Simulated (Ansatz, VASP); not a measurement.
**GdN in VASP and in Ansatz**

File INCAR:

```
SYSTEM = GdN
ALGO     = Normal         ! electronic algorithm
EDIFF    = 1E-6           ! SCF threshold, eV
ENCUT    = 520            ! plane-wave cutoff, eV
GGA      = PE             ! functional
GGA_COMPAT= .False.      
ISIF     = 2              ! what is computed and relaxed
ISMEAR   = -4             ! smearing method
LASPH    = .True.         ! aspherical terms in the spheres
LCHARG   = .True.         ! write CHGCAR
LMAXMIX  = 6              ! l up to which the mixer works
LORBIT   = 11             ! projections on sites
LORBMOM  = .True.       
LREAL    = .False.        ! projectors in reciprocal space
LSORBIT  = .True.         ! spin-orbit coupling
LVHAR    = .True.       
LWAVE    = .False.        ! write WAVECAR
MAGMOM   = 0 0 7 0 0 0    ! initial moments
NBANDS   = 35             ! bands
NELM     = 150            ! most SCF steps
PREC     = Accurate       ! precision mode
SIGMA    = 0.1            ! smearing width, eV
```

Contents of KPOINTS:

```
k-points
0
Gamma
  12 12 12
  0 0 0
```

File POSCAR:

```
GdN
1.0
    0.0000000000      2.4907467938      2.4907467938
    2.4907467938      0.0000000000      2.4907467938
    2.4907467938      2.4907467938      0.0000000000
Gd N
1 1
Direct
    0.5000000000      0.5000000000      0.5000000000
    0.0000000000      0.0000000000      0.0000000000
```

Input for Ansatz:

```yaml
crystal:
  lattice:
    - [0.0, 2.490746794, 2.490746794]
    - [2.490746794, 0.0, 2.490746794]
    - [2.490746794, 2.490746794, 0.0]
  atoms:
    - { symbol: Gd, position: [0.5, 0.5, 0.5], spin: 7.0, spin_axis: [0.0, 0.0, 1.0] }
    - { symbol: "N", position: [0.0, 0.0, 0.0] }
basis:
  ecutwfc: 420
  ecutrho_ratio: 4
kpoints:
  mp_grid: { grid: [12, 12, 12] }
hamiltonian:
  xc: pbe
scf:
  occupations: { method: cold, width: 0.05 }
output:
  forces: true
  stress: true
  write_density: true
  write_potential: true
  elf: true
  volumetric_format: npy
magnetization:
  noncollinear: true
  spin_orbit: true
```

Alike in both runs: task single point; functional PBE; k mesh 12 × 12 × 12; non-collinear spin, spin-orbit coupling.

```csv
,VASP,Ansatz
version,VASP 6.6.1,Ansatz 0.2.0
potentials or method,"VASP PAW PBE potentials, release 64 (Gd, N), cutoff 520 eV","plane waves, PAW"
occupations,tetrahedron,"cold, width 0.05 eV"
valence electrons in the cell,23,23
```

```csv
,VASP,Ansatz,Ansatz less VASP
pressure (GPa),0.3,0.0,-0.26
net moment per atom (μB),3.48,3.47,-0.004
```

Ansatz's warnings: stress scf threshold loose.
